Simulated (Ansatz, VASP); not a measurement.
# LiHF2 in VASP and in Ansatz

Contents of INCAR:

```
SYSTEM = LiHF2
PREC = Accurate
ENCUT = 520
EDIFF = 1E-7
ISMEAR = -1
SIGMA = 0.03
LREAL = .FALSE.
LASPH = .TRUE.
NELM = 80
ALGO = Normal
ISIF = 2
LWAVE = .FALSE.
LCHARG = .FALSE.
GGA = CA
NBANDS = 17
```

File KPOINTS:

```
Automatic mesh
0
G
  8 8 8
  0 0 0
```

Contents of POSCAR:

```
LiHF2
1.0
    1.4669835874      0.8469633691      4.3666887241
   -1.4669835874      0.8469633691      4.3666887241
    0.0000000000     -1.6939267382      4.3666887241
Li H F
1 1 2
Direct
    0.0000000000      0.0000000000      0.0000000000
    0.5000000000      0.5000000000      0.5000000000
    0.4133018800      0.4133018800      0.4133018800
    0.5866981200      0.5866981200      0.5866981200
```

Input for Ansatz:

```yaml
crystal:
  lattice:
    - [1.4669835874, 0.8469633691, 4.3666887241]
    - [-1.4669835874, 0.8469633691, 4.3666887241]
    - [0.0, -1.6939267382, 4.3666887241]
  atoms:
    - { symbol: Li, position: [0.0, 0.0, 0.0] }
    - { symbol: H, position: [0.5, 0.5, 0.5] }
    - { symbol: F, position: [0.41330188, 0.41330188, 0.41330188] }
    - { symbol: F, position: [0.58669812, 0.58669812, 0.58669812] }
kpoints:
  mp_grid: { grid: [8, 8, 8] }
scf:
  occupations: { method: fermi_dirac, width: 0.03 }
hamiltonian:
  xc: lda
  pseudopotentials: { kind: all_electron, lapw: { basis_error: 0.001 } }
output:
  forces: true
  stress: true
  eigenvalues: true
  populations: true
```

Alike in both runs: task single point; functional LDA; k mesh 8 × 8 × 8; occupations fermi-dirac, width 0.03 eV; no spin polarisation.

|  | VASP | Ansatz |
| --- | --- | --- |
| version | VASP 6.6.1 | Ansatz 0.2.0 |
| potentials or method | VASP PAW LDA potentials, release 64 (Li_sv, H, F), cutoff 520 eV | all-electron LAPW, scalar-relativistic |

|  | VASP | Ansatz | Ansatz less VASP |
| --- | --- | --- | --- |
| gap on the k mesh at the Fermi level (eV) | 8.05 | 8.07 | +0.022 |
| rms of the force components (eV/Å) | 0.116 | 0.084 | -0.0323 |

LDA's correlation is that of Perdew and Zunger in VASP and of Perdew and Wang (1992) in Ansatz. Atom by atom the forces differ by 0.032 eV/Å (rms over components). Ansatz ran all-electron here, and VASP with PAW potentials.

Noted on VASP's run: the cutoff is short for stress, so the pressure is rough.
